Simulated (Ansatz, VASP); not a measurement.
**One calculation of Hf, two programs**

INCAR

```
SYSTEM = Hf
PREC = Accurate
ENCUT = 520
EDIFF = 1E-6
ISMEAR = -1
SIGMA = 0.05
LREAL = .False.
LASPH = .True.
NELM = 60
ALGO = Normal
ISIF = 2
LWAVE = .False.
LCHARG = .False.
NBANDS = 17
```

KPOINTS

```
regular mesh
0
Gamma
  11 11 11
  0 0 0
```

Contents of POSCAR:

```
Hf
1.0
    0.0000000000      2.5020912573      2.5020912573
    2.5020912573      0.0000000000      2.5020912573
    2.5020912573      2.5020912573      0.0000000000
Hf
2
Direct
   -0.1250000000     -0.1250000000     -0.1250000000
    0.1250000000      0.1250000000      0.1250000000
```

Input for Ansatz:

```yaml
crystal:
  lattice:
    - [0.0, 2.5020912573, 2.5020912573]
    - [2.5020912573, 0.0, 2.5020912573]
    - [2.5020912573, 2.5020912573, 0.0]
  atoms:
    - { symbol: Hf, position: [-0.125, -0.125, -0.125] }
    - { symbol: Hf, position: [0.125, 0.125, 0.125] }
kpoints:
  mp_grid: { grid: [11, 11, 11] }
scf:
  occupations: { method: fermi_dirac, width: 0.05 }
hamiltonian:
  xc: lda
  pseudopotentials: { kind: all_electron, lapw: { basis_error: 0.001 } }
output:
  forces: true
  stress: true
  eigenvalues: true
  populations: true
```

Change from the starting cell: volume scaled by 0.52, LAPW.

Alike in both runs: task single point; functional LDA; k mesh 11 × 11 × 11; occupations fermi-dirac, width 0.05 eV; no spin polarisation.

|  | VASP | Ansatz |
| --- | --- | --- |
| version | VASP 6.6.1 | Ansatz 0.2.0 |
| potentials or method | VASP PAW LDA potentials, release 64 (Hf_pv), cutoff 520 eV | all-electron LAPW, scalar-relativistic |

VASP gave:

```
pressure (GPa) : 102.3
```

Estimate Ansatz's values.

pressure (GPa): 106.2.

LDA's correlation is that of Perdew and Zunger in VASP and of Perdew and Wang (1992) in Ansatz. Both programs put the cell under a high pressure, so it lies far from rest at this level. Ansatz ran all-electron here, and VASP with PAW potentials.

Spin-orbit coupling is off throughout. Noted on VASP's run: the cell as given lies far from equilibrium.
